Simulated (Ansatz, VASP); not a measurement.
**SiC in VASP and in Ansatz**

```
CELL_PARAMETERS angstrom
3.07600 0.00000 0.00000
-1.53800 2.66389 0.00000
0.00000 0.00000 5.04800
ATOMIC_POSITIONS crystal
Si 0.33333 0.66667 0.00000
Si 0.66667 0.35333 0.50000
C 0.33333 0.66667 0.38500
C 0.66667 0.33333 0.88500
```

Alike in both runs: task single point; functional PBE; k mesh 5 × 5 × 3; no spin polarisation.

```csv
,VASP,Ansatz
version,VASP 6.6.1,Ansatz 0.2.0
potentials or method,"VASP PAW PBE potentials, release 64 (Si, C)","plane waves, norm-conserving potentials"
plane-wave cutoff (eV),520,1116
occupations,"gaussian, width 0.01 eV",fixed
valence electrons in the cell,16,16
```

```csv
,VASP,Ansatz,Ansatz less VASP
rms of the force components (eV/Å),0.686,0.691,+0.0053
```

Atom by atom the forces differ by 0.005 eV/Å (rms over components).

The k mesh is coarse, so the values compare programs but aren't converged.
